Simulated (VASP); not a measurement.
# Si (Fd-3m) in VASP: phonons with r2SCAN

Aim: the phonons of Si with r2SCAN.

Everything below comes from runs of VASP 6.6.1. Logs are shortened: lines on timing, memory, paths and dates and some standing lists are left out, and cuts for length are marked.

## Step 1: The cell of the first run

The structure is cubic, space group Fd-3m (No. 227). Conventional cell: a = 5.431 Å, b = 5.431 Å, c = 5.431 Å, α = 90.00°, β = 90.00°, γ = 90.00°. Si (site symmetry -43m) has 4 Si at 2.35 Å within 3.1 Å.

## Step 2: Phonons, r2SCAN

INCAR

```
PREC = Accurate
ENCUT = 520
EDIFF = 1E-8
ISMEAR = 0
SIGMA = 0.05
LREAL = False
LASPH = True
NELM = 80
ALGO = Normal
ISIF = 2
LWAVE = False
LCHARG = False
METAGGA = R2SCAN
LMIXTAU = True
IBRION = 6
NFREE = 2
POTIM = 0.015
NSW = 1
```

KPOINTS

```
regular mesh
0
Gamma
  10 10 10
```

POSCAR

```
Si
1.0
    0.0000000000      2.7154700000      2.7154700000
    2.7154700000      0.0000000000      2.7154700000
    2.7154700000      2.7154700000      0.0000000000
Si
2
Direct
    0.5000000000      0.5000000000      0.5000000000
    0.7500000000      0.7500000000      0.7500000000
```

Potentials or basis: VASP PAW PBE potentials, release 64 (Si).

Launch:

```console
$ cat potpaw_PBE.64/Si/POTCAR > POTCAR
$ mpirun -np 1 vasp_std > vasp.out
```

OUTCAR:

```text
PREC = Accurate
   ENCUT = 520
   EDIFF = 1E-8
   ISMEAR = 0
   LREAL = False
   LASPH = True
   NELM = 80
   ISIF = 2
   METAGGA = R2SCAN
   IBRION = 6
   NFREE = 2
   POTIM = 0.015
   NSW = 1

 ion  position               nearest neighbor table
   1  0.500  0.500  0.500-   2 2.35   2 2.35   2 2.35   2 2.35
   2  0.750  0.750  0.750-   1 2.35   1 2.35   1 2.35   1 2.35

  LATTYP: Found a face centered cubic cell.
 ALAT       =     5.4309400000

  Lattice vectors:

 A1 = (   0.0000000000,   2.7154700000,   2.7154700000)
 A2 = (   2.7154700000,   0.0000000000,   2.7154700000)
 A3 = (   2.7154700000,   2.7154700000,   0.0000000000)

Analysis of symmetry for initial positions (statically):
=====================================================================
 Subroutine PRICEL returns:
 Original cell was already a primitive cell.

 Routine SETGRP: Setting up the symmetry group for a
 face centered cubic supercell.

 Subroutine GETGRP returns: Found 48 space group operations
 (whereof 24 operations were pure point group operations)
 out of a pool of 48 trial point group operations.

The static configuration has the point symmetry T_d .
 The point group associated with its full space group is O_h .

Analysis of symmetry for dynamics (positions and initial velocities):
=====================================================================
 Subroutine PRICEL returns:
 Original cell was already a primitive cell.

 Routine SETGRP: Setting up the symmetry group for a
 face centered cubic supercell.

 Subroutine GETGRP returns: Found 48 space group operations
 (whereof 24 operations were pure point group operations)
 out of a pool of 48 trial point group operations.

The dynamic configuration has the point symmetry T_d .
 The point group associated with its full space group is O_h .

 Subroutine INISYM returns: Found 48 space group operations
 (whereof 24 operations are pure point group operations),
 and found     1 'primitive' translations

[... 152 lines left out ...]
  Total        0.1203220      0.1203220      0.1203220      0.0000000     -0.0000000     -0.0000000
  in kB        4.8138267      4.8138267      4.8138267      0.0000000     -0.0000000     -0.0000000
  external PRESSURE =       4.8138267 kB  Pullay stress =       0.0000000 kB
[... 59 lines left out ...]
--------------------------------------- Ionic step        3  -------------------------------------------

 number of electron       8.0000000 magnetization

 Free energy of the ion-electron system (eV)
  ---------------------------------------------------
  ext. energy  EPLUGINS =         0.00000000
  ---------------------------------------------------
  free energy    TOTEN  =       -17.54803913 eV

  energy without entropy =      -17.54803913  energy(sigma->0) =      -17.54803913

 E-fermi :   6.0374     XC(G=0):  -9.8546

 val. band max:        5.8134757591   @ k =   0.0000   0.0000   0.0000
 cond. band min:       6.5154445858   @ k =   0.0000   0.4000   0.4000
 fundamental gap:      0.7019688267
 Fermi energy:         6.0374313610

 k-point     1 :       0.0000    0.0000    0.0000
  band No.  band energies     occupation
      1      -6.7891      2.00000
      2       5.6597      2.00000
      3       5.7372      2.00000
      4       5.8135      2.00000
      5       8.4496      0.00000
      6       8.4941      0.00000
      7       8.5402      0.00000
      8       9.7238      0.00000
[... 243 lines left out ...]
 k-point    24 :       0.4000    0.3000    0.0000
  band No.  band energies     occupation
      1      -4.5154      2.00000
      2       0.1260      2.00000
      3       2.7232      2.00000
      4       3.1683      2.00000
      5       6.9997      0.00000
      6       8.2534      0.00000
      7      13.1976      0.00000
      8      13.2694      0.00000

 [... further k-points ...]

------------------------ aborting loop because EDIFF is reached ----------------------------------------

  FORCE on cell =-STRESS in cart. coord.  units (eV):
  Direction    XX          YY          ZZ          XY          YZ          ZX
  --------------------------------------------------------------------------------------
  -------------------------------------------------------------------------------------
  Total        0.1199220      0.1237389      0.1237389      0.0000000     -0.1458215      0.0000000
  in kB        4.7978253      4.9505299      4.9505299      0.0000000     -5.8340079      0.0000000
  external PRESSURE =       4.8996283 kB  Pullay stress =       0.0000000 kB
[... 17 lines left out ...]
  FREE ENERGIE OF THE ION-ELECTRON SYSTEM (eV)
  ---------------------------------------------------
  free  energy   TOTEN  =       -17.5480391328 eV

  energy  without entropy=      -17.5480391328  energy(sigma->0) =      -17.54803913

 INTERNAL STRAIN TENSORS FROM DISPLACED ATOMS
 ============================================

 INTERNAL STRAIN TENSOR FOR ION    1 for displacements in x,y,z  (eV/Angst):
          X           Y           Z          XY          YZ          ZX
  --------------------------------------------------------------------------------
  x     0.00000    -0.00000    -0.00000     0.00000     9.72115     0.00000
  y     0.00000    -0.00000     0.00000     0.00000     0.00000     9.72115
  z    -0.00000    -0.00000     0.00000     9.72115     0.00000     0.00000

 INTERNAL STRAIN TENSOR FOR ION    2 for displacements in x,y,z  (eV/Angst):
          X           Y           Z          XY          YZ          ZX
  --------------------------------------------------------------------------------
  x    -0.00000     0.00000     0.00000     0.00000    -9.72115     0.00000
  y    -0.00000     0.00000    -0.00000     0.00000     0.00000    -9.72115
  z     0.00000     0.00000    -0.00000    -9.72115     0.00000     0.00000

 Eigenvectors and eigenvalues of the dynamical matrix
 ----------------------------------------------------

   1 f  =   15.622328 THz    98.157983 2PiTHz  521.104778 cm-1    64.608729 meV
             X         Y         Z           dx          dy          dz
      2.715470  2.715470  2.715470     0.000000   -0.707107    0.000000
      4.073205  4.073205  4.073205     0.000000    0.707107    0.000000
[... 21 lines left out ...]
   6 f  =    0.000000 THz     0.000000 2PiTHz    0.000000 cm-1     0.000000 meV
             X         Y         Z           dx          dy          dz
      2.715470  2.715470  2.715470     0.000000    0.000000    0.707107
      4.073205  4.073205  4.073205     0.000000    0.000000    0.707107

 ELASTIC MODULI CONTR FROM IONIC RELAXATION (kBar)
 Direction    XX          YY          ZZ          XY          YZ          ZX
 --------------------------------------------------------------------------------
 XX          -0.0000      0.0000      0.0000      0.0000     -0.0000     -0.0000
 YY           0.0000     -0.0000      0.0000      0.0000      0.0000      0.0000
 ZZ           0.0000      0.0000     -0.0000     -0.0000      0.0000     -0.0000
 XY           0.0000      0.0000     -0.0000   -269.6167      0.0000      0.0000
 YZ          -0.0000      0.0000      0.0000      0.0000   -269.6167      0.0000
 ZX          -0.0000      0.0000     -0.0000      0.0000      0.0000   -269.6167
 --------------------------------------------------------------------------------
```

Wall time 11 min (1 thread of Intel Xeon 8259CL, shared host); peak memory 0.23 GiB.

What came out:

```yaml
Highest_phonon_frequency_at_Γ: 521 cm⁻¹
```

Phonon frequencies in cm⁻¹ (negative: imaginary):
```tsv
q point	frequencies
(0.000, 0.000, 0.000)	0 0 0 521 521 521
```

Caveat: the PAW data sets were made with another functional, which shifts forces and pressure a little.
